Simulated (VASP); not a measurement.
Wanted: the native input for a VASP 6.6.1 run.

```
Task                   : single point
Functional             : PBE
Potentials or basis    : VASP PAW PBE potentials, release 64 (Ti_sv, C)
Cutoff                 : 520 eV
k mesh                 : 8 × 8 × 8
Occupations            : gaussian, width 0.15 eV
Spin                   : no spin polarisation
Dipole correction      : no
Further INCAR settings : ALGO = Normal; EDIFF = 1e-06; NBANDS = 15
```

The structure of TiC lies in POSCAR:

```
TiC
1.0
    0.0000000000      2.1593000000      2.1593000000
    2.1593000000      0.0000000000      2.1593000000
    2.1593000000      2.1593000000      0.0000000000
Ti C
1 1
Direct
    0.0312300000      0.9477500000      0.9829100000
    0.4564311305      0.5182588695      0.4833388695
```

One way to write it, as run:

INCAR

```
PREC = Accurate
ENCUT = 520
EDIFF = 1E-6
ISMEAR = 0
SIGMA = 0.15
LREAL = False
LASPH = True
NELM = 100
ALGO = Normal
ISIF = 2
LWAVE = False
LCHARG = False
GGA = PE
NBANDS = 15
```

KPOINTS

```
Automatic mesh
0
Gamma
  8 8 8
```

Potentials or basis: VASP PAW PBE potentials, release 64 (Ti_sv, C).

The run is started by

```bash
$ cat potpaw_PBE.64/Ti_sv/POTCAR potpaw_PBE.64/C/POTCAR > POTCAR
$ mpirun -np 1 vasp_std > vasp.out
```

Results of the run:

The pressure is 8.7 GPa and the largest force is 1.960 eV/Å.

Caveat: forces of over 1 eV/Å act on the atoms, so gaps and moduli don't describe the material at rest.

It took 37 s on 1 thread of Intel(R) Xeon(R) Platinum 8488C (Sapphire Rapids), on a shared host, peak memory 0.2 GiB.
